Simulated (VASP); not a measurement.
# H19NO8 in VASP: a series of runs

H19NO8 is run at these levels: PBE+D3(BJ); tasks: single point.

Program: VASP 6.6.1. These are calculated values, not measurements. Logs are shortened: lines on timing, memory, paths and dates and some standing lists are left out, and cuts for length are marked.

## (1) The cell of the first run

The cell holds an amorphous packing of atoms, 28 atoms: a = 6.745 Å, b = 6.745 Å, c = 6.745 Å, α = 90.00°, β = 90.00°, γ = 90.00°.

## (2) Single point, PBE+D3(BJ)

Input file INCAR:

```
PREC = Accurate
ENCUT = 520
EDIFF = 1E-6
ISMEAR = -1
SIGMA = 0.05
LREAL = F
LASPH = T
NELM = 120
ALGO = Normal
ISIF = 2
LWAVE = F
LCHARG = T
GGA = PE
IVDW = 12
LELF = T
LVHAR = T
NBANDS = 56
GGA_COMPAT = F
```

Input file KPOINTS:

```
Automatic mesh
0
Gamma
  1 1 1
```

Input file POSCAR:

```
H19NO8
1.0
    6.7452640000      0.0000000000      0.0000000000
    0.0000000000      6.7452640000      0.0000000000
    0.0000000000      0.0000000000      6.7452640000
O H N
8 19 1
Direct
    0.6587140251      0.8901801323      0.7073852113
    0.4495302185      0.5255242790      0.6509456116
    0.9074070340      0.9004391822      0.2664832689
    0.2046176399      0.0566471527      0.5173704098
    0.4051731704      0.2038615538      0.0233052405
    0.6586843747      0.4758598033      0.2862749330
    0.1021605678      0.4166923637      0.4048173652
    0.1496012610      0.8943608434     -0.0808419063
    0.7083636756      0.9854617996      0.8053947184
    0.6171441177      0.9615338999      0.5819935291
    0.4303315630      0.4384261313      0.7668639804
    0.5081639503      0.6538513541      0.6970668605
    0.9893015307      0.8640877511      0.1442641830
    0.8249343539      0.7653814588      0.2834729671
    0.2113186378     -0.0492048940      0.6256241416
    0.1090987692     -0.0147659158      0.4361430479
    0.5164512464      0.1376076607     -0.0427410995
    0.4670981002      0.2968749629      0.1216853781
    0.6106951485      0.4813451334      0.4263732302
    0.8006506491      0.4360837471      0.2972159429
    0.1578885571      0.4934573354      0.5184823011
    0.1345536661      0.2763272127      0.4352090593
    0.2231491607      1.0148602041     -0.0382787093
    0.2510057427      0.7929118860     -0.1003667166
    0.8343187161      0.3602379388      0.7826528361
    0.7845652891      0.3159401915      1.0229844228
    0.9569677332      0.1907560623      0.9090971087
    0.8171511152      0.2490488141      0.8883566307
```

Potentials or basis: VASP PAW PBE potentials, release 64 (O, H, N).

The run is started by

```sh
$ cat potpaw_PBE.64/O/POTCAR potpaw_PBE.64/H/POTCAR potpaw_PBE.64/N/POTCAR > POTCAR
$ mpirun -np 1 vasp_gam > vasp.out
```

OUTCAR:

```text
PREC = Accurate
   ENCUT = 520
   EDIFF = 1E-6
   ISMEAR = -1
   LREAL = F
   LASPH = T
   NELM = 120
   ISIF = 2
   GGA = PE
   IVDW = 12
 IVDW          = 12

 ion  position               nearest neighbor table
   1  0.659  0.890  0.707-   9 0.98  10 1.01
   2  0.450  0.526  0.651-  11 0.99  12 1.00
   3  0.907  0.900  0.266-  13 1.02  14 1.07
   4  0.205  0.057  0.517-  16 0.97  15 1.02
   5  0.405  0.204  0.023-  17 0.98  18 1.00
   6  0.659  0.476  0.286-  20 1.00  19 1.00
   7  0.102  0.417  0.405-  22 0.99  21 1.00
   8  0.150  0.894  0.919-  24 0.98  23 0.99
   9  0.708  0.985  0.805-   1 0.98
  10  0.617  0.962  0.582-   1 1.01
  11  0.430  0.438  0.767-   2 0.99
  12  0.508  0.654  0.697-   2 1.00
  13  0.989  0.864  0.144-   3 1.02
  14  0.825  0.765  0.283-   3 1.07
[... 11 lines left out ...]
  26  0.785  0.316  0.023-  28 1.04
  27  0.957  0.191  0.909-  28 1.03
  28  0.817  0.249  0.888-  27 1.03  26 1.04  25 1.04

  LATTYP: Found a simple cubic cell.
 ALAT       =     6.7452640000

  Lattice vectors:

 A1 = (   6.7452640000,   0.0000000000,   0.0000000000)
 A2 = (   0.0000000000,   6.7452640000,   0.0000000000)
 A3 = (   0.0000000000,   0.0000000000,   6.7452640000)

Analysis of symmetry for initial positions (statically):
=====================================================================
 Subroutine PRICEL returns:
 Original cell was already a primitive cell.

 Routine SETGRP: Setting up the symmetry group for a
 simple cubic supercell.

 Subroutine GETGRP returns: Found  1 space group operations
 (whereof  1 operations were pure point group operations)
 out of a pool of 48 trial point group operations.

The static configuration has the point symmetry C_1 .

Analysis of symmetry for dynamics (positions and initial velocities):
=====================================================================
 Subroutine PRICEL returns:
 Original cell was already a primitive cell.

 Routine SETGRP: Setting up the symmetry group for a
 simple cubic supercell.

 Subroutine GETGRP returns: Found  1 space group operations
 (whereof  1 operations were pure point group operations)
 out of a pool of 48 trial point group operations.

The dynamic configuration has the point symmetry C_1 .

 Subroutine INISYM returns: Found  1 space group operations
 (whereof  1 operations are pure point group operations),
 and found     1 'primitive' translations

----------------------------------------------------------------------------------------

                                     Primitive cell

  volume of cell :     306.9000

  direct lattice vectors                    reciprocal lattice vectors
     6.745264000  0.000000000  0.000000000     0.148252166  0.000000000  0.000000000
     0.000000000  6.745264000  0.000000000     0.000000000  0.148252166  0.000000000
     0.000000000  0.000000000  6.745264000     0.000000000  0.000000000  0.148252166

  length of vectors
     6.745264000  6.745264000  6.745264000     0.148252166  0.148252166  0.148252166

  position of ions in fractional coordinates (direct lattice)
     0.658714025  0.890180132  0.707385211
     0.449530219  0.525524279  0.650945612
     0.907407034  0.900439182  0.266483269
     0.204617640  0.056647153  0.517370410
     0.405173170  0.203861554  0.023305241
     0.658684375  0.475859803  0.286274933
[... 20 lines left out ...]
     0.956967733  0.190756062  0.909097109
     0.817151115  0.249048814  0.888356631

  ion indices of the primitive-cell ions
   primitive index   ion index
                 1           1
                 2           2
                 3           3
                 4           4
                 5           5
                 6           6
[... 20 lines left out ...]
                27          27
                28          28

----------------------------------------------------------------------------------------

 KPOINTS: Automatic mesh

Automatic generation of k-mesh.
 Grid dimensions read from file:
 generate k-points for:    1    1    1

 Generating k-lattice:

  Cartesian coordinates                     Fractional coordinates (reciprocal lattice)
     0.148252166  0.000000000  0.000000000     1.000000000  0.000000000  0.000000000
     0.000000000  0.148252166  0.000000000     0.000000000  1.000000000  0.000000000
     0.000000000  0.000000000  0.148252166     0.000000000  0.000000000  1.000000000

  Length of vectors
     0.148252166  0.148252166  0.148252166

  Shift w.r.t. Gamma in fractional coordinates (k-lattice)
     0.000000000  0.000000000  0.000000000

 Subroutine IBZKPT returns following result:
 ===========================================

 Found      1 irreducible k-points:

 Following reciprocal coordinates:
            Coordinates               Weight
  0.000000  0.000000  0.000000      1.000000
   k-points           NKPTS =      1   k-points in BZ     NKDIM =      1   number of bands    NBANDS=     56
   number of dos      NEDOS =    301   number of ions     NIONS =     28
   total plane-waves  NPLWV = 125000
   dimension x,y,z NGX =    50 NGY =   50 NGZ =   50
   dimension x,y,z NGXF=   100 NGYF=  100 NGZF=  100
   ions per type =               8  19   1
   NGX,Y,Z   is equivalent  to a cutoff of  12.32, 12.32, 12.32 a.u.
   NGXF,Y,Z  is equivalent  to a cutoff of  24.65, 24.65, 24.65 a.u.
 SYSTEM =  unknown system
   PREC   = accura    normal or accurate (medium, high low for compatibility)
   ISTART =      0    job   : 0-new  1-cont  2-samecut
   ICHARG =      2    charge: 1-file 2-atom 10-const
   ISPIN  =      1    spin polarized calculation?
   LNONCOLLINEAR =      F non collinear calculations
   LSORBIT =      F    spin-orbit coupling
   LASPH  =      T    aspherical Exc in radial PAW
   ENCUT  =  520.0 eV  38.22 Ry    6.18 a.u.  12.54 12.54 12.54*2*pi/ulx,y,z
   NELM   =    120;   NELMIN=  2; NELMDL= -5     # of ELM steps
   EDIFF  = 0.1E-05   stopping-criterion for ELM
   LREAL  =      F    real-space projection
   EDIFFG = 0.1E-04   stopping-criterion for IOM
   NSW    =      0    number of steps for IOM
   IBRION =     -1    ionic relax: 0-MD 1-quasi-New 2-CG
   NFREE  =      0    steps in history (QN), initial steepest desc. (CG)
   ISIF   =      2    stress and relaxation
   ISYM   =      2    0-nonsym 1-usesym 2-fastsym
   POTIM  = 0.5000    time-step for ionic-motion
   TEBEG  =    0.0;   TEEND  =   0.0 temperature during run
   PSTRESS=    0.0 pullay stress
   NELECT =      72.0000    total number of electrons
   NUPDOWN=      -1.0000    fix difference up-down
   EMIN   =  10.00;   EMAX   =-10.00  energy-range for DOS
   EFERMI =   0.00;   METHOD = LEGACY
   ISMEAR =    -1;   SIGMA  =   0.05  broadening in eV -4-tet -1-fermi 0-gaus
   EFERMI_NEDOS =   21; number of points for ismear=-14 and -15
   IALGO  =     38    algorithm
   IMIX   =      4    mixing-type and parameters
     AMIX     =   0.40;   BMIX     =  1.00
     AMIX_MAG =   1.60;   BMIX_MAG =  1.00
  volume/ion in A,a.u.               =      10.96        73.97
  Fermi-wavevector in a.u.,A,eV,Ry     =   1.009687  1.908032 13.870699  1.019468
  Thomas-Fermi vector in A             =   2.142630
   LORBIT       =      0    0 simple, 1 ext, 2 COOP (PROOUT), +10 PAW based schemes
   GGA     = PE    functional components
   LHFCALC =     F    Hartree Fock is set to
   AEXX    =    0.0000 exact exchange contribution
   IVDW    =    12    specifies the selected vdW correction
   LEPSILON=     F    determine dielectric tensor
   LRPA    =     F    only Hartree local field effects (RPA)
 non-spin polarized calculation
  energy-cutoff  :      520.00
  volume of cell :      306.90
 maximum number of plane-waves:      4145
 NGX is ok and might be reduce to    50
   NGX = 25   NGY = 25   NGZ = 25

 number of electron      72.0000009 magnetization

 Free energy of the ion-electron system (eV)
  ---------------------------------------------------
  ext. energy  EPLUGINS =         0.00000000
  ---------------------------------------------------
  free energy    TOTEN  =      -135.91676830 eV

  energy without entropy =     -135.91676830  energy(sigma->0) =     -135.91676830

 E-fermi :  -2.3059     XC(G=0):  -6.4587

 val. band max:       -3.5896693081   @ k =   0.0000   0.0000   0.0000
 cond. band min:       0.4271030149   @ k =   0.0000   0.0000   0.0000
 fundamental gap:      4.0167723230
 Fermi energy:        -2.3058909831

 k-point     1 :       0.0000    0.0000    0.0000
  band No.  band energies     occupation
      1     -22.9838      2.00000
      2     -22.6254      2.00000
      3     -22.3959      2.00000
      4     -22.1809      2.00000
      5     -22.1327      2.00000
      6     -22.0764      2.00000
[... 40 lines left out ...]
     47       5.7736      0.00000
     48       5.9902      0.00000
 [bands above 48 left out]

------------------------ aborting loop because EDIFF is reached ----------------------------------------

 Edisp (eV)   -0.85867

 E8    (eV) :    -0.1744

  FORCE on cell =-STRESS in cart. coord.  units (eV):
  Direction    XX          YY          ZZ          XY          YZ          ZX
  --------------------------------------------------------------------------------------
  -------------------------------------------------------------------------------------
  Total      -3.85091    -6.99849    -6.23890    -2.41155     0.51616     0.46137
  in kB     -20.10375   -36.53578   -32.57028   -12.58952     2.69462     2.40858
  external pressure =      -29.74 kB  Pullay stress =        0.00 kB

 VOLUME and BASIS-vectors are now :
 -----------------------------------------------------------------------------
  energy-cutoff  :      520.00
  volume of cell :      306.90
      direct lattice vectors                 reciprocal lattice vectors
     6.745264000  0.000000000  0.000000000     0.148252166  0.000000000  0.000000000
     0.000000000  6.745264000  0.000000000     0.000000000  0.148252166  0.000000000
     0.000000000  0.000000000  6.745264000     0.000000000  0.000000000  0.148252166

 POSITION                                       TOTAL-FORCE (eV/Angst)
 -----------------------------------------------------------------------------------
      4.44320      6.00450      4.77150        -1.063162     -0.333933     -1.454119
      3.03220      3.54480      4.39080        -0.005373      0.448159      0.434073
      6.12070      6.07370      1.79750        -0.852745     -3.210699     -0.870393
      1.38020      0.38210      3.48980         0.553896     -1.988680      1.497626
      2.73300      1.37510      0.15720         0.161382      0.511313      0.173047
      4.44300      3.20980      1.93100         0.690002     -0.027137      0.328746
[... 20 lines left out ...]
      6.45500      1.28670      6.13210        -0.408207      0.118609     -0.230144
      5.51190      1.67990      5.99220         0.569228      0.348893      0.270452
 -----------------------------------------------------------------------------------
    total drift:                               -0.001529     -0.002080     -0.003139

  FREE ENERGIE OF THE ION-ELECTRON SYSTEM (eV)
  ---------------------------------------------------
  free  energy   TOTEN  =      -136.7754416656 eV

  energy  without entropy=     -136.7754416655  energy(sigma->0) =     -136.77544167
```

It took 33 s on 1 thread of Intel Xeon Platinum 8488C (Sapphire Rapids), shared host; peak memory 0.32 GiB.

Results:

| Quantity | Value |
| --- | --- |
| Free energy | -136.7754 eV |
| Pressure | -3.0 GPa |
| Largest force | 3.434 eV/Å |
| Band gap on the k mesh | 4.02 eV |
| Dispersion energy per atom | -0.031 eV |

Forces on the atoms (eV/Å):
```
O   -1.063 -0.334 -1.454
O   -0.005  0.448  0.434
O   -0.853 -3.211 -0.870
O    0.554 -1.989  1.498
O    0.161  0.511  0.173
O    0.690 -0.027  0.329
O   -0.287  0.549  0.459
O    0.151 -0.020 -0.045
H    0.265  0.653 -0.439
H    0.648 -0.414  1.649
H    0.204  0.198 -0.213
H    0.050 -0.481 -0.003
H   -0.609  0.529  0.931
H    1.480  2.608 -0.145
H    0.052  1.766 -0.608
H   -0.745 -0.118 -0.978
H    0.074  0.386  0.212
H   -0.354 -0.662 -0.370
H   -0.097 -0.120 -0.516
H   -0.443  0.178  0.347
H   -0.153 -0.671 -0.973
H    0.102  0.533  0.314
H    0.201 -0.216  0.140
H   -0.087  0.075  0.250
H   -0.176 -0.537  0.523
H    0.078 -0.104 -0.684
H   -0.408  0.119 -0.230
N    0.569  0.349  0.270
```

Caveat: the k points lie up to 0.93 Å⁻¹ apart.

## (3) Single point, PBE+D3(BJ)

Input file INCAR:

```
SYSTEM = H19NO8
PREC = Accurate
ENCUT = 520
EDIFF = 1E-6
ISMEAR = -1
SIGMA = 0.05
LREAL = .False.
LASPH = .True.
NELM = 120
ALGO = Normal
ISIF = 2
LWAVE = .False.
LCHARG = .False.
GGA = PE
IVDW = 12
NBANDS = 56
GGA_COMPAT = .False.
```

Input file KPOINTS:

```
Automatic mesh
0
Gamma
  1 1 1
  0 0 0
```

Input file POSCAR:

```
H19NO8
1.0
    6.7452640000      0.0000000000      0.0000000000
    0.0000000000      6.7452640000      0.0000000000
    0.0000000000      0.0000000000      6.7452640000
O H N
8 19 1
Direct
    0.6027784828      0.8366017994      0.6535548497
    0.3441081031      0.5234042730      0.6944724476
    0.9402597141      0.9255234487      0.2444233465
    0.1785549090      0.0213038363      0.5263248407
    0.4489223847      0.2326521245     -0.0481374784
    0.7307349275      0.5676278942      0.3213365704
    0.0899001136      0.4028752618      0.4097986380
    0.1782435795      0.8421019548     -0.0648158471
    0.5907404069      0.9436546887      0.7555968158
    0.5128931944      0.8815370310      0.5447377597
    0.3738030120      0.4217625878      0.7998649126
    0.4505828089      0.6118515154      0.7107060598
    1.0213091734      0.8788091912      0.1340792592
    0.8268764573      0.8155796422      0.2391603946
    0.1585112162     -0.0601310786      0.6397970487
    0.0797744907     -0.0298728115      0.4379813748
    0.5957365049      0.2458762177     -0.0230828623
    0.3887171799      0.2706788052      0.0813163132
    0.6038162480      0.5437148198      0.3776279179
    0.8384253011      0.5046355487      0.3920232032
    0.1732178311      0.5089200363      0.4705079001
    0.1213740485      0.2745630119      0.4637031256
    0.3011446253      0.9163762901     -0.0450093577
    0.2121191995      0.7137155788     -0.1233902780
    0.9248414888      0.2188794983      0.8087748678
    0.8807216441      0.4196425818      0.9360641778
    0.9190744795      0.2132310907      1.0611890061
    0.8544217098      0.2698634182      0.9334845901
```

Potentials or basis: VASP PAW PBE potentials, release 64 (O, H, N).

The run is started by

```sh
$ cat potpaw_PBE.64/O/POTCAR potpaw_PBE.64/H/POTCAR potpaw_PBE.64/N/POTCAR > POTCAR
$ mpirun -np 1 vasp_gam > vasp.out
```

Run time: 30 s. Hardware: 1 thread of Intel Xeon Platinum 8488C (Sapphire Rapids), shared host; peak memory 0.32 GiB.

Results (log left out):

```
Free energy                : -137.0612 eV
Pressure                   : 0.1 GPa
Largest force              : 3.255 eV/Å
Band gap on the k mesh     : 4.24 eV
Dispersion energy per atom : -0.031 eV
```

Forces in eV/Å, atoms in the order of the input:
```
O   -0.645  1.043  0.243
O   -1.465 -1.284  0.744
O   -2.656 -1.869 -0.213
O    1.409  0.977  0.361
O   -0.617  0.130  1.402
O   -0.028  1.013 -1.636
O   -0.461  1.929 -0.882
O   -0.100  0.244 -0.037
H    0.103 -0.647 -0.860
H    0.523 -0.038  0.785
H   -0.150 -0.319 -0.560
H    1.862  1.795 -0.121
H    0.614  0.033 -0.473
H    1.789  1.612  0.765
H    0.033 -0.382  1.512
H   -1.221 -0.526 -1.653
H    0.397  0.010 -0.560
H    0.237 -0.347 -0.785
H   -0.597 -0.374  0.778
H    0.637 -0.652  0.478
H   -0.346 -1.425  0.084
H    0.598 -0.676  0.759
H   -0.036 -0.010 -0.089
H    0.316 -0.253 -0.202
H   -0.013 -0.187  0.326
H   -0.106 -0.156  0.073
H   -0.156  0.018 -0.659
N    0.080  0.341  0.420
```

Stress tensor (GPa, compression positive):
```
 1.02 -0.02  0.41
-0.02 -0.61 -0.58
 0.41 -0.58  0.03
```

Levels at points of the mesh, in eV from the valence-band top:
| k point | band 32 | band 33 | band 34 | band 35 | band 36 | band 37 | band 38 | band 39 | band 40 | band 41 |
| --- | --- | --- | --- | --- | --- | --- | --- | --- | --- | --- |
| (0.00, 0.00, 0.00) | -0.65 | -0.45 | -0.25 | -0.18 | 0.00 | 4.24 | 7.17 | 7.37 | 7.57 | 7.85 |

Caveat: the k points lie up to 0.93 Å⁻¹ apart.
